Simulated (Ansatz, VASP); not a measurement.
## Be16H: VASP beside Ansatz

```
CELL_PARAMETERS angstrom
-2.29000 -3.96640 0.00000
3.43500 -1.98320 0.00000
0.00000 0.00000 7.17686
ATOMIC_POSITIONS crystal
Be 0.75033 0.50008 0.99518
Be 0.47849 0.31924 0.25062
Be 0.75023 0.50079 0.50501
Be 0.49970 0.33306 0.75161
Be 0.50017 0.99926 0.00260
Be 0.25027 0.82127 0.25324
Be 0.49866 0.99962 0.50371
Be 0.25026 0.83225 0.75311
Be 0.25029 0.49888 0.00091
Be 0.02198 0.31920 0.25064
Be 0.25023 0.49878 0.50420
Be 0.00082 0.33312 0.75158
Be 0.00051 0.99931 0.00260
Be 0.75031 0.86641 0.25160
Be 0.00182 0.99962 0.50371
Be 0.75027 0.83588 0.75231
H 0.75020 0.50199 0.27906
```

Alike in both runs: functional PBE; k mesh 4 × 4 × 3; occupations fermi-dirac, width 0.15 eV; no spin polarisation.

Ansatz relaxed the structure, and its values are those at the end. VASP's run is a single point on that final structure, the one shown.

```csv
,VASP,Ansatz
version,VASP 6.6.1,Ansatz 0.2.0
potentials or method,"VASP PAW PBE potentials, release 64 (Be, H), cutoff 520 eV","scalar-relativistic, plane waves, PAW"
valence electrons in the cell,33,33
```

Ansatz gave:

| Item | Value |
| --- | --- |
| rms of the force components (eV/Å) | 0.003 |

Problem. Which values does VASP return?

Solution. rms of the force components (eV/Å): 0.004.

The k mesh is coarse, so the values compare programs but aren't converged.
